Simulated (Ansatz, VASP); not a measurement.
# One calculation of SnTe, two programs

```xyz
2
Lattice="1.9108 4.7769 4.7769 4.7769 1.9108 4.7769 4.7769 4.7769 1.9108" Properties=species:S:1:pos:R:3 pbc="T T T"
Sn    0.0000    0.0000    0.0000
Te    8.5985    8.5985    8.5985
```

Alike in both runs: task single point; functional PBE; k mesh 10 × 10 × 10; occupations gaussian, width 0.03 eV; no spin polarisation.

|  | VASP | Ansatz |
| --- | --- | --- |
| version | VASP 6.6.1 | Ansatz 0.2.0 |
| potentials or method | VASP PAW PBE potentials, release 64 (Sn_d, Te), cutoff 520 eV | scalar-relativistic, plane waves, PAW |
| valence electrons in the cell | 20 | 30 |

|  | VASP | Ansatz | Ansatz less VASP |
| --- | --- | --- | --- |
| gap on the k mesh at the Fermi level (eV) | 1.51 | 1.53 | +0.025 |
| least direct gap on the mesh (eV) | 1.99 | 2.02 | +0.027 |
| pressure (GPa) | 2.4 | 2.4 | -0.03 |
| traceless stress, the component that is largest in VASP (GPa) | -0.16 | -0.19 | -0.027 |
| rms of the force components (eV/Å) | 0.432 | 0.410 | -0.0220 |

Atom by atom the forces differ by 0.022 eV/Å (rms over components). VASP's potentials hold 20 valence electrons a cell and Ansatz's 30, so a difference there can come from the potentials and not from the codes.

Neither program's run includes spin-orbit coupling.
